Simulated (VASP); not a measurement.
Here is a VASP 6.6.1 calculation.

File INCAR:

```
PREC = Accurate
ENCUT = 520
EDIFF = 1E-7
ISMEAR = 0
SIGMA = 0.15
LREAL = False
LASPH = True
NELM = 80
ALGO = Normal
ISIF = 2
LWAVE = False
LCHARG = False
GGA = PE
IVDW = 12
NBANDS = 14
```

KPOINTS

```
regular mesh
0
Gamma
  18 18 4
```

The input POSCAR:

```
Al
1.0
    2.8144222650      0.0000000000      0.0000000000
   -1.4072111325      2.4373611785      0.0000000000
    0.0000000000      0.0000000000      9.2410470710
Al
4
Direct
    0.0000000000      0.0000000000      0.0000000000
    0.3333333333      0.6666666667      0.1742510081
    0.0000000000      0.0000000000      0.5000000000
    0.6666666667      0.3333333333      0.7500000000
```

Potentials or basis: VASP PAW PBE potentials, release 64 (Al).

Command:

```console
$ cat potpaw_PBE.64/Al/POTCAR > POTCAR
$ mpirun -np 1 vasp_std > vasp.out
```

What does it give for the dispersion energy per atom?

-0.352 eV.

What does it give for the largest force?

6.253 eV/Å.

Forces on the atoms (eV/Å):
```
Al   0.000  0.000 -5.570
Al   0.000  0.000  6.253
Al   0.000  0.000 -0.688
Al   0.000  0.000  0.004
```

Caveat: the cell differs from its parent crystal (atom 2 (Al) moved by +0.000 Å along [1 2 0] and -0.700 Å along [0 0 1]); forces of over 1 eV/Å act on the atoms, so gaps and moduli don't describe the material at rest.
